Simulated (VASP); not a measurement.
LiF, 4 atoms in the cell. The structure is hexagonal, space group P6_3mc (No. 186). The conventional cell has a = 3.115 Å, b = 3.115 Å, c = 4.407 Å, α = 90.00°, β = 90.00°, γ = 120.00°. Li (site symmetry 3m) has 4 F at 1.57 to 1.91 Å within 2.1 Å. F (site symmetry 3m) has 4 Li at 1.57 to 1.91 Å within 2.1 Å.  This cell differs from its parent crystal: c/a of the conventional cell at fixed volume 1.4146.

- Program: VASP 6.6.1
- Task: single point
- Functional: LDA
- Potentials or basis: VASP PAW LDA potentials, release 64 (Li_sv, F)
- Cutoff: 520 eV
- k mesh: 9 × 9 × 6
- Occupations: gaussian, width 0.05 eV
- Spin: no spin polarisation
- Dipole correction: no
- Further INCAR settings: ALGO = Normal; EDIFF = 1e-06; NBANDS = 18

Potentials or basis: VASP PAW LDA potentials, release 64 (Li_sv, F).

Run with:

```console
$ cat potpaw_LDA.64/Li_sv/POTCAR potpaw_LDA.64/F/POTCAR > POTCAR
$ mpirun -np 1 vasp_std > vasp.out
```

Hardware: 1 thread of AMD EPYC 9R45 96-Core Processor (Zen 5), with other jobs on the host.

Q: How long does it take, and how much memory?

A: Run time: 12 s on 1 thread of AMD EPYC 9R45 96-Core Processor (Zen 5), on a shared host, peak memory 0.12 GiB. Counts: scf iterations 12, k points 48.
